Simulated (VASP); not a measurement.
## TiSi4Ir: single point with PBE

Crystal: TiSi4Ir.

```
Ti Si Ir
1.0
     3.61268    0.00000    0.00000
     0.00000    3.61268    0.00000
     0.00000    0.00000    7.27384
Ti Si Ir
1 4 1
Direct
  0.00000 0.00000 0.00000
  0.50000 0.00000 0.73627
  0.00000 0.50000 0.26373
  0.50000 0.00000 0.26373
  0.00000 0.50000 0.73627
  0.50000 0.50000 0.50000
```

The cell was generated, and may not be a known phase.

```json
{
 "Program": "VASP 6.6.1",
 "Task": "single point",
 "Functional": "PBE",
 "Potentials or basis": "VASP PAW PBE potentials, release 64 (Ti_sv, Si, Ir)",
 "Cutoff": "500 eV",
 "k mesh": "10 × 10 × 6",
 "Occupations": "gaussian, width 0.1 eV",
 "Spin": "no spin polarisation"
}
```

```
Pressure               : 0.0 GPa
Largest force          : 0.009 eV/Å
Band gap on the k mesh : zero (an odd number of electrons rules out a gap without spin polarisation)
```

Forces on the atoms (eV/Å):
```
Ti   0.000  0.000  0.000
Si   0.000  0.000  0.009
Si   0.000  0.000 -0.009
Si   0.000  0.000 -0.009
Si   0.000  0.000  0.009
Ir   0.000  0.000  0.000
```

Levels at points of the mesh, in eV from the Fermi level:
| k point | band 15 | band 16 | band 17 | band 18 | band 19 | band 20 | band 21 | band 22 | band 23 | band 24 |
| --- | --- | --- | --- | --- | --- | --- | --- | --- | --- | --- |
| (0.00, 0.00, 0.00) | -1.87 | -1.25 | -0.93 | -0.87 | -0.87 | -0.59 | 1.68 | 2.69 | 3.63 | 3.70 |
| (0.50, 0.00, 0.00) | -1.49 | -1.06 | -1.01 | -0.67 | -0.57 | 1.64 | 1.97 | 2.20 | 2.81 | 2.97 |
| (0.50, 0.50, 0.00) | -2.54 | -1.78 | -1.78 | -1.75 | -1.32 | -0.81 | 1.91 | 2.61 | 2.81 | 2.81 |
| (0.00, 0.00, 0.50) | -2.70 | -1.86 | -0.13 | 0.56 | 0.56 | 1.12 | 1.46 | 1.53 | 1.53 | 1.66 |
| (0.50, 0.00, 0.50) | -1.48 | -1.35 | -1.13 | -0.48 | 0.19 | 0.57 | 0.63 | 2.21 | 2.67 | 2.90 |
| (0.50, 0.50, 0.50) | -1.87 | -1.87 | -1.82 | -1.75 | -1.04 | 0.14 | 1.91 | 2.36 | 2.38 | 3.69 |

Run time: 2.2 min on 1 thread of AMD EPYC 9R45 (Zen 5) (shared host), peak memory 0.31 GiB.

Caveat: spin-orbit coupling is left out, which moves the levels of the heavy elements; an odd number of electrons without spin polarisation forces a metal; a magnetic or distorted state may lie lower.
